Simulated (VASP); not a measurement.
# CdSe (Cadmoselite) (P6_3mc) in VASP: notebook, part 2 of 2

VASP 6.6.1. The steps go on from the part before.

**4. Electric field gradients, r2SCAN**

The input, POSCAR:

```
CdSe
1.0
    4.2990000000      0.0000000000      0.0000000000
   -2.1495000000      3.7230432109      0.0000000000
    0.0000000000      0.0000000000      7.0100000000
Cd Se
2 2
Direct
    0.3333333333      0.6666666667      0.0004794859
    0.6666666667      0.3333333333      0.5004794859
    0.3333333333      0.6666666667      0.3763105141
    0.6666666667      0.3333333333      0.8763105141
```

The input, INCAR.step1:

```
PREC     = Accurate       # precision mode
ENCUT    = 520            # plane-wave cutoff, eV
ISMEAR   = -1             # smearing method
SIGMA    = 0.02           # smearing width, eV
LREAL    = F              # projectors in reciprocal space
LASPH    = T              # aspherical terms in the spheres
NELM     = 60             # most SCF steps
NBANDS   = 26             # bands
GGA      = PE             # functional
ALGO     = Normal         # electronic algorithm
EDIFF    = 1E-4           # SCF threshold, eV
LWAVE    = T              # write WAVECAR
LCHARG   = F              # write CHGCAR
```

The input, INCAR.step2:

```
PREC     = Accurate       # precision mode
ENCUT    = 520            # plane-wave cutoff, eV
EDIFF    = 1E-8           # SCF threshold, eV
ISMEAR   = -1             # smearing method
SIGMA    = 0.02           # smearing width, eV
LREAL    = F              # projectors in reciprocal space
LASPH    = T              # aspherical terms in the spheres
NELM     = 60             # most SCF steps
ALGO     = Normal         # electronic algorithm
ISIF     = 2              # what is computed and relaxed
LWAVE    = F              # write WAVECAR
LCHARG   = F              # write CHGCAR
METAGGA  = R2SCAN         # meta-GGA
LMIXTAU  = T            
LEFG     = T            
NBANDS   = 26             # bands
ISTART   = 1
```

The input, KPOINTS:

```
regular mesh
0
Gamma
  12 12 6
```

Potentials or basis: VASP PAW PBE potentials, release 64 (Cd, Se).

Launch:

```console
$ cat potpaw_PBE.64/Cd/POTCAR potpaw_PBE.64/Se/POTCAR > POTCAR
$ cp INCAR.step1 INCAR
$ mpirun -np 1 vasp_std > vasp.out
$ cp INCAR.step2 INCAR
$ mpirun -np 1 vasp_std > vasp.out
```

OUTCAR:

```text
PREC = Accurate
   ENCUT = 520
   EDIFF = 1E-8
   ISMEAR = -1
   LREAL = F
   LASPH = T
   NELM = 60
   ISIF = 2
   METAGGA = R2SCAN
   ISTART = 1

 ion  position               nearest neighbor table
   1  0.333  0.667  0.000-   4 2.63   4 2.63   4 2.63   3 2.63
   2  0.667  0.333  0.500-   3 2.63   3 2.63   3 2.63   4 2.63
   3  0.333  0.667  0.376-   2 2.63   2 2.63   2 2.63   1 2.63
   4  0.667  0.333  0.876-   1 2.63   1 2.63   1 2.63   2 2.63

  LATTYP: Found a hexagonal cell.
 ALAT       =     4.2990000000
 C/A-ratio  =     1.6306117702

  Lattice vectors:

 A1 = (   4.2990000000,   0.0000000000,   0.0000000000)
 A2 = (  -2.1495000000,   3.7230432109,   0.0000000000)
 A3 = (   0.0000000000,   0.0000000000,   7.0100000000)

Analysis of symmetry for initial positions (statically):
=====================================================================
 Subroutine PRICEL returns:
 Original cell was already a primitive cell.
[... 902 lines left out ...]
     -0.00000      2.48203      0.00336         0.000000     -0.000000     -0.000380
      2.14950      1.24101      3.50836        -0.000000      0.000000     -0.000380
     -0.00000      2.48203      2.63794        -0.000000     -0.000000      0.000380
      2.14950      1.24101      6.14294        -0.000000      0.000000      0.000380
 -----------------------------------------------------------------------------------
    total drift:                               -0.000000     -0.000000     -0.002117

  FREE ENERGIE OF THE ION-ELECTRON SYSTEM (eV)
  ---------------------------------------------------
  free  energy   TOTEN  =       -71.8119825895 eV

  energy  without entropy=      -71.8119825894  energy(sigma->0) =      -71.81198259

 Electric field gradients (V/A^2)
---------------------------------------------------------------------
 ion       V_xx      V_yy      V_zz      V_xy      V_xz      V_yz
---------------------------------------------------------------------
   1      -1.088    -1.086     2.175     0.002    -0.000     0.000
   2      -1.088    -1.086     2.175     0.002     0.000    -0.000
   3      -0.782    -0.783     1.565    -0.000    -0.000     0.000
   4      -0.782    -0.783     1.565    -0.000     0.000    -0.000
---------------------------------------------------------------------

 Electric field gradients after diagonalization (V/A^2)
 (convention: |V_zz| > |V_xx| > |V_yy|)
----------------------------------------------------------------------
 ion       V_xx      V_yy      V_zz     asymmetry (V_yy - V_xx)/ V_zz
----------------------------------------------------------------------
   1      -1.089    -1.085     2.175       0.002
   2      -1.089    -1.085     2.175       0.002
   3      -0.783    -0.782     1.565       0.001
   4      -0.783    -0.782     1.565       0.001
----------------------------------------------------------------------

           NMR quadrupolar parameters

 Cq : quadrupolar parameter    Cq=e*Q*V_zz/h
 eta: asymmetry parameters     (V_yy - V_xx)/ V_zz
 Q  : nuclear electric quadrupole moment in mb (millibarn)
----------------------------------------------------------------------
 ion       Cq(MHz)       eta       Q (mb)
----------------------------------------------------------------------
   1       0.005       0.002       1.000
   2       0.005       0.002       1.000
   3       0.004       0.001       1.000
   4       0.004       0.001       1.000
----------------------------------------------------------------------
```

Run time: 10 min. Hardware: 1 thread of AMD EPYC 9R45 (Zen 5), shared host; peak memory 0.34 GiB.

What came out:

```
Free energy            : -71.8120 eV
Pressure               : 1.9 GPa
Band gap on the k mesh : 1.16 eV, direct
```

Levels at points of the mesh, in eV from the valence-band top:
| k point | band 14 | band 15 | band 16 | band 17 | band 18 | band 19 | band 20 | band 21 | band 22 | band 23 |
| --- | --- | --- | --- | --- | --- | --- | --- | --- | --- | --- |
| (0.00, 0.00, 0.00) | -0.78 | -0.78 | -0.05 | 0.00 | 0.00 | 1.16 | 2.67 | 6.38 | 6.38 | 6.69 |
| (0.50, 0.00, 0.00) | -3.65 | -2.71 | -1.90 | -1.36 | -0.77 | 3.69 | 3.71 | 5.09 | 6.66 | 6.94 |
| (0.00, 0.00, 0.50) | -2.64 | -0.41 | -0.41 | -0.41 | -0.41 | 2.84 | 2.84 | 6.32 | 6.32 | 6.77 |
| (0.50, 0.00, 0.50) | -4.25 | -1.39 | -1.39 | -1.38 | -1.38 | 3.35 | 3.35 | 5.28 | 5.28 | 8.22 |

Electric field gradients, principal values (V/Å²):
```tsv
atom	least	middle	greatest (by size)
1 Cd	-1.085	-1.089	2.175
2 Cd	-1.085	-1.089	2.175
3 Se	-0.782	-0.783	1.565
4 Se	-0.782	-0.783	1.565
```

Caveat: without QUAD_EFG the Cq values of the log hold for a quadrupole moment of 1 mb, not for the nuclei; the PAW data sets were made with another functional, which shifts forces and pressure a little. A k mesh can miss the band edges.

**5. The runs side by side**

| level | potentials or basis | gap on the mesh (eV) | pressure (GPa) |
| --- | --- | --- | --- |
| LDA | VASP PAW LDA potentials, release 64 (Cd, Se) | 0.43 | -1.4 |
| PBEsol | VASP PAW PBE potentials, release 64 (Cd, Se) | 0.55 | 0.5 |
| r2SCAN | VASP PAW PBE potentials, release 64 (Cd, Se) | 1.16 | 1.9 |

Alike in all rows: task electric field gradients; no spin polarisation; cell as given; k mesh 12 × 12 × 6; cutoff (eV) 520; smearing fermi-dirac 0.02 eV.

Caveats: the PAW data sets were made with another functional, which shifts forces and pressure a little (some runs).

Total energies depend on the potentials used, so only differences within one code and one set of settings carry meaning.
